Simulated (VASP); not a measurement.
V:

```
CELL_PARAMETERS angstrom
-1.48344 1.48344 1.48344
1.48344 -1.48344 1.48344
1.48344 1.48344 -1.48344
ATOMIC_POSITIONS crystal
V 0.00000 0.00000 0.00000
```

This cell differs from its parent crystal: volume scaled by 0.94.

Base run:

```yaml
Program: VASP 6.6.1
Functional: PBEsol
Potentials_or_basis: VASP PAW PBE potentials, release 64 (V_sv)
Cutoff: 520 eV
k_mesh: 12 × 12 × 12
Occupations: fermi-dirac, width 0.05 eV
Spin: collinear spin, ferromagnetic start
Starting_moments: "[2.0] μB"
```

Its results: pressure -1.5 GPa; net moment 0.00 μB per cell.

**Question.** The run is repeated on the same cell with these changes: functional from PBEsol to r2SCAN. What comes out?

**Answer.** Pressure 4.0 GPa; net moment 0.00 μB per cell.

Caveats: the PAW data sets were made with another functional, which shifts forces and pressure a little.
